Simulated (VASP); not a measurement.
# Ga3Sb (I4/mmm) in VASP: single point with r2SCAN

Aim: the single point of Ga3Sb with r2SCAN.

All numbers are computed with VASP 6.6.1; they aren't measurements. Logs are shortened: lines on timing, memory, paths and dates and some standing lists are left out, and cuts for length are marked.

**1. The cell of the first run**

It takes space group I4/mmm (No. 139, tetragonal). Conventional cell: a = 3.994 Å, b = 3.994 Å, c = 11.092 Å, α = 90.00°, β = 90.00°, γ = 90.00°. Ga (site symmetry -4m2) has 8 Ga at 2.82 to 3.42 Å and 4 Sb at 3.42 Å within 3.7 Å. Within 3.7 Å of Ga (site symmetry 4/mmm) lie 4 Sb at 2.82 Å and 8 Ga at 3.42 Å. Sb (site symmetry 4/mmm) has 12 Ga at 2.82 to 3.42 Å within 3.7 Å.

**2. Single point, r2SCAN (22.11 Å³/atom)**

POSCAR

```
Ga3Sb
1.0
   -1.9967744982      1.9967744982      5.5461679613
    1.9967744982     -1.9967744982      5.5461679613
    1.9967744982      1.9967744982     -5.5461679613
Ga Sb
3 1
Direct
    0.7500000000      0.2500000000      0.5000000000
    0.2500000000      0.7500000000      0.5000000000
    0.5000000000      0.5000000000      0.0000000000
    0.0000000000      0.0000000000      0.0000000000
```

INCAR.step1

```
SYSTEM = Ga3Sb
PREC = Accurate
ENCUT = 520
ISMEAR = 0
SIGMA = 0.1
LREAL = .False.
LASPH = .True.
NELM = 80
NBANDS = 30
GGA = PE
ALGO = Normal
EDIFF = 1E-4
LWAVE = .True.
LCHARG = .False.
```

INCAR.step2

```
SYSTEM = Ga3Sb
PREC = Accurate
ENCUT = 520
EDIFF = 1E-6
ISMEAR = 0
SIGMA = 0.1
LREAL = .False.
LASPH = .True.
NELM = 80
ALGO = Normal
ISIF = 2
LWAVE = .False.
LCHARG = .True.
METAGGA = R2SCAN
LMIXTAU = .True.
LELF = .True.
LVHAR = .True.
NBANDS = 30
ISTART = 1
```

KPOINTS

```
Automatic mesh
0
Gamma
  14 14 14
  0 0 0
```

Potentials or basis: VASP PAW PBE potentials, release 64 (Ga_d, Sb).

Command:

```bash
$ cat potpaw_PBE.64/Ga_d/POTCAR potpaw_PBE.64/Sb/POTCAR > POTCAR
$ cp INCAR.step1 INCAR
$ mpirun -np 1 vasp_std > vasp.out
$ cp INCAR.step2 INCAR
$ mpirun -np 1 vasp_std > vasp.out
```

OUTCAR:

```text
SYSTEM = Ga3Sb
   PREC = Accurate
   ENCUT = 520
   EDIFF = 1E-6
   ISMEAR = 0
   LREAL = .False.
   LASPH = .True.
   NELM = 80
   ISIF = 2
   METAGGA = R2SCAN
   ISTART = 1

 ion  position               nearest neighbor table
   1  0.750  0.250  0.500-   2 2.82   2 2.82   2 2.82   2 2.82
   2  0.250  0.750  0.500-   1 2.82   1 2.82   1 2.82   1 2.82
   3  0.500  0.500  0.000-   4 2.82   4 2.82   4 2.82   4 2.82
   4  0.000  0.000  0.000-   3 2.82   3 2.82   3 2.82   3 2.82

  LATTYP: Found a body centered tetragonal cell.
 ALAT       =     3.9935489964
 C/A-ratio  =     2.7775634987

  Lattice vectors:

 A1 = (  -1.9967744982,   1.9967744982,   5.5461679613)
 A2 = (   1.9967744982,  -1.9967744982,   5.5461679613)
 A3 = (   1.9967744982,   1.9967744982,  -5.5461679613)

Analysis of symmetry for initial positions (statically):
=====================================================================
 Subroutine PRICEL returns:
 Original cell was already a primitive cell.

 Routine SETGRP: Setting up the symmetry group for a
 body centered tetragonal supercell.

 Subroutine GETGRP returns: Found 16 space group operations
 (whereof 16 operations were pure point group operations)
 out of a pool of 16 trial point group operations.

The static configuration has the point symmetry D_4h.

Analysis of symmetry for dynamics (positions and initial velocities):
=====================================================================
 Subroutine PRICEL returns:
 Original cell was already a primitive cell.

 Routine SETGRP: Setting up the symmetry group for a
 body centered tetragonal supercell.

 Subroutine GETGRP returns: Found 16 space group operations
 (whereof 16 operations were pure point group operations)
 out of a pool of 16 trial point group operations.

The dynamic configuration has the point symmetry D_4h.

 Subroutine INISYM returns: Found 16 space group operations
 (whereof 16 operations are pure point group operations),
 and found     1 'primitive' translations

----------------------------------------------------------------------------------------

                                     Primitive cell

  volume of cell :      88.4527

  direct lattice vectors                    reciprocal lattice vectors
    -1.996774498  1.996774498  5.546167961     0.000000000  0.250403839  0.090152336
     1.996774498 -1.996774498  5.546167961     0.250403839  0.000000000  0.090152336
     1.996774498  1.996774498 -5.546167961     0.250403839  0.250403839  0.000000000

  length of vectors
     6.223680250  6.223680250  6.223680250     0.266138172  0.266138172  0.354124505

  position of ions in fractional coordinates (direct lattice)
     0.750000000  0.250000000  0.500000000
     0.250000000  0.750000000  0.500000000
     0.500000000  0.500000000  0.000000000
     0.000000000  0.000000000  0.000000000

  ion indices of the primitive-cell ions
   primitive index   ion index
                 1           1
                 2           2
                 3           3
                 4           4

----------------------------------------------------------------------------------------

 KPOINTS: Automatic mesh

Automatic generation of k-mesh.
 Grid dimensions read from file:
 generate k-points for:   14   14   14

 Generating k-lattice:

  Cartesian coordinates                     Fractional coordinates (reciprocal lattice)
     0.000000000  0.017885989  0.006439453     0.071428571 -0.000000000  0.000000000
     0.017885989  0.000000000  0.006439453    -0.000000000  0.071428571  0.000000000
     0.017885989  0.017885989  0.000000000     0.000000000  0.000000000  0.071428571

  Length of vectors
     0.019009869  0.019009869  0.025294608

  Shift w.r.t. Gamma in fractional coordinates (k-lattice)
     0.000000000  0.000000000  0.000000000

 Subroutine IBZKPT returns following result:
 ===========================================

 Found    244 irreducible k-points:

 Following reciprocal coordinates:
            Coordinates               Weight
  0.000000  0.000000  0.000000      1.000000
  0.071429 -0.000000  0.000000      8.000000
  0.142857  0.000000  0.000000      8.000000
  0.214286  0.000000 -0.000000      8.000000
  0.285714  0.000000  0.000000      8.000000
  0.357143  0.000000  0.000000      8.000000
[... 16 lines left out ...]
  0.214286  0.142857 -0.000000     16.000000
  0.285714  0.142857  0.000000     16.000000
 [... further k-points ...]
   k-points           NKPTS =    244   k-points in BZ     NKDIM =    244   number of bands    NBANDS=     30
   number of dos      NEDOS =    301   number of ions     NIONS =      4
   total plane-waves  NPLWV = 110592
   dimension x,y,z NGX =    48 NGY =   48 NGZ =   48
   dimension x,y,z NGXF=    96 NGYF=   96 NGZF=   96
   ions per type =               3   1
   NGX,Y,Z   is equivalent  to a cutoff of  12.82, 12.82, 12.82 a.u.
   NGXF,Y,Z  is equivalent  to a cutoff of  25.64, 25.64, 25.64 a.u.
 SYSTEM =  Ga3Sb
   PREC   = accura    normal or accurate (medium, high low for compatibility)
   ISTART =      1    job   : 0-new  1-cont  2-samecut
   ICHARG =      0    charge: 1-file 2-atom 10-const
   ISPIN  =      1    spin polarized calculation?
   LNONCOLLINEAR =      F non collinear calculations
   LSORBIT =      F    spin-orbit coupling
   LASPH  =      T    aspherical Exc in radial PAW
   ENCUT  =  520.0 eV  38.22 Ry    6.18 a.u.  11.57 11.57 11.57*2*pi/ulx,y,z
   NELM   =     80;   NELMIN=  2; NELMDL=  0     # of ELM steps
   EDIFF  = 0.1E-05   stopping-criterion for ELM
   LREAL  =      F    real-space projection
   EDIFFG = 0.1E-04   stopping-criterion for IOM
   NSW    =      0    number of steps for IOM
   IBRION =     -1    ionic relax: 0-MD 1-quasi-New 2-CG
   NFREE  =      0    steps in history (QN), initial steepest desc. (CG)
   ISIF   =      2    stress and relaxation
   ISYM   =      2    0-nonsym 1-usesym 2-fastsym
   POTIM  = 0.5000    time-step for ionic-motion
   TEBEG  =    0.0;   TEEND  =   0.0 temperature during run
   PSTRESS=    0.0 pullay stress
   NELECT =      44.0000    total number of electrons
   NUPDOWN=      -1.0000    fix difference up-down
   EMIN   =  10.00;   EMAX   =-10.00  energy-range for DOS
   EFERMI =   0.00;   METHOD = LEGACY
   ISMEAR =     0;   SIGMA  =   0.10  broadening in eV -4-tet -1-fermi 0-gaus
   EFERMI_NEDOS =   21; number of points for ismear=-14 and -15
   IALGO  =     38    algorithm
   IMIX   =      4    mixing-type and parameters
     AMIX     =   0.40;   BMIX     =  1.00
     AMIX_MAG =   1.60;   BMIX_MAG =  1.00
  volume/ion in A,a.u.               =      22.11       149.23
  Fermi-wavevector in a.u.,A,eV,Ry     =   1.297146  2.451250 22.892980  1.682587
  Thomas-Fermi vector in A             =   2.428557
   LORBIT       =      0    0 simple, 1 ext, 2 COOP (PROOUT), +10 PAW based schemes
   METAGGA = R2SCAN    functional components
   LHFCALC =     F    Hartree Fock is set to
   AEXX    =    0.0000 exact exchange contribution
   IVDW    =     0    specifies the selected vdW correction
   LEPSILON=     F    determine dielectric tensor
   LRPA    =     F    only Hartree local field effects (RPA)
 non-spin polarized calculation
 Gauss-broadening in eV      SIGMA  =   0.10
  energy-cutoff  :      520.00
  volume of cell :       88.45
 maximum number of plane-waves:      2433
 NGX is ok and might be reduce to    48
   NGX = 23   NGY = 23   NGZ = 23

 number of electron      43.9999998 magnetization

 Free energy of the ion-electron system (eV)
  ---------------------------------------------------
  ext. energy  EPLUGINS =         0.00000000
  ---------------------------------------------------
  free energy    TOTEN  =       -59.20145528 eV

  energy without entropy =      -59.19438937  energy(sigma->0) =      -59.19792233

 E-fermi :   5.8372     XC(G=0): -11.3101

 val. band max:        5.8342359618   @ k =   0.4286   0.1429   0.0000
 cond. band min:       5.8537309788   @ k =  -0.2143   0.2143   0.2143
 fundamental gap:      0.0194950170
 Fermi energy:         5.8372350860

 k-point     1 :       0.0000    0.0000    0.0000
  band No.  band energies     occupation
      1      -9.7770      2.00000
      2      -9.7692      2.00000
      3      -9.6975      2.00000
      4      -9.6975      2.00000
      5      -9.6937      2.00000
      6      -9.6830      2.00000
[... 22 lines left out ...]
     29      13.1334      0.00000
     30      15.4984      0.00000

 k-point     2 :       0.0714   -0.0000    0.0000
  band No.  band energies     occupation
      1      -9.7715      2.00000
      2      -9.7677      2.00000
      3      -9.6984      2.00000
      4      -9.6979      2.00000
      5      -9.6953      2.00000
      6      -9.6823      2.00000
[... 22 lines left out ...]
     29      13.0013      0.00000
     30      14.9798      0.00000

 k-point     3 :       0.1429    0.0000    0.0000
  band No.  band energies     occupation
      1      -9.7635      2.00000
      2      -9.7556      2.00000
      3      -9.7010      2.00000
      4      -9.7002      2.00000
      5      -9.6979      2.00000
      6      -9.6803      2.00000
[... 22 lines left out ...]
     29      12.8020      0.00000
     30      13.8885      0.00000

 k-point     4 :       0.2143    0.0000   -0.0000
  band No.  band energies     occupation
      1      -9.7578      2.00000
      2      -9.7315      2.00000
      3      -9.7047      2.00000
      4      -9.7045      2.00000
      5      -9.6986      2.00000
      6      -9.6771      2.00000
[... 22 lines left out ...]
     29      12.5895      0.00000
     30      13.4263      0.00000

 k-point     5 :       0.2857    0.0000    0.0000
  band No.  band energies     occupation
      1      -9.7518      2.00000
      2      -9.7193      2.00000
      3      -9.7086      2.00000
      4      -9.7024      2.00000
      5      -9.6846      2.00000
      6      -9.6735      2.00000
[... 22 lines left out ...]
     29      12.2736      0.00000
     30      12.6993      0.00000
[... 526 lines left out ...]
     29      13.2460      0.00000
     30      14.9421      0.00000

 k-point    22 :       0.1429    0.1429    0.0000
  band No.  band energies     occupation
      1      -9.7604      2.00000
      2      -9.7433      2.00000
      3      -9.7079      2.00000
      4      -9.7028      2.00000
      5      -9.7028      2.00000
      6      -9.6778      2.00000
[... 22 lines left out ...]
     29      13.0000      0.00000
     30      13.2841      0.00000

 k-point    23 :       0.2143    0.1429   -0.0000
  band No.  band energies     occupation
      1      -9.7555      2.00000
      2      -9.7307      2.00000
      3      -9.7132      2.00000
      4      -9.7068      2.00000
      5      -9.7035      2.00000
      6      -9.6747      2.00000
[... 22 lines left out ...]
     29      12.1834      0.00000
     30      13.2492      0.00000

 k-point    24 :       0.2857    0.1429    0.0000
  band No.  band energies     occupation
      1      -9.7500      2.00000
      2      -9.7271      2.00000
      3      -9.7104      2.00000
      4      -9.7074      2.00000
      5      -9.7003      2.00000
      6      -9.6708      2.00000
[... 22 lines left out ...]
     29      11.8001      0.00000
     30      12.8340      0.00000

 [... further k-points ...]

------------------------ aborting loop because EDIFF is reached ----------------------------------------

  FORCE on cell =-STRESS in cart. coord.  units (eV):
  Direction    XX          YY          ZZ          XY          YZ          ZX
  --------------------------------------------------------------------------------------
  -------------------------------------------------------------------------------------
  Total       -0.5380826     -0.5380826     -0.5436322      0.0000000      0.0000000      0.0000000
  in kB       -9.7464946     -9.7464946     -9.8470170      0.0000000      0.0000000      0.0000000
  external PRESSURE =      -9.7800020 kB  Pullay stress =       0.0000000 kB

 VOLUME and BASIS-vectors are now :
 -----------------------------------------------------------------------------
  energy-cutoff  :      520.00
  volume of cell :       88.45
      direct lattice vectors                 reciprocal lattice vectors
    -1.996774498  1.996774498  5.546167961     0.000000000  0.250403839  0.090152336
     1.996774498 -1.996774498  5.546167961     0.250403839  0.000000000  0.090152336
     1.996774498  1.996774498 -5.546167961     0.250403839  0.250403839  0.000000000

 POSITION                                       TOTAL-FORCE (eV/Angst)
 -----------------------------------------------------------------------------------
     -0.00000      1.99677      2.77308         0.000000     -0.000000     -0.000000
      1.99677     -0.00000      2.77308        -0.000000      0.000000     -0.000000
      0.00000      0.00000      5.54617        -0.000000     -0.000000      0.000000
      0.00000      0.00000      0.00000        -0.000000     -0.000000      0.000000
 -----------------------------------------------------------------------------------
    total drift:                                0.000000     -0.000000      0.000000

  FREE ENERGIE OF THE ION-ELECTRON SYSTEM (eV)
  ---------------------------------------------------
  free  energy   TOTEN  =       -59.2014552812 eV

  energy  without entropy=      -59.1943893727  energy(sigma->0) =      -59.19792233
```

It took 2.2 h on 1 thread of Oxide Virtual Turin-like, shared host; peak memory 0.73 GiB.

Results:

```yaml
Free_energy: -59.2015 eV
Pressure: -1.0 GPa
Band_gap_on_the_k_mesh: zero (bands 22 and 23 overlap by 4.59 eV)
```

Caveat: the PAW data sets were made with another functional, which shifts forces and pressure a little; spin-orbit coupling is left out, which moves the levels of the heavy elements.
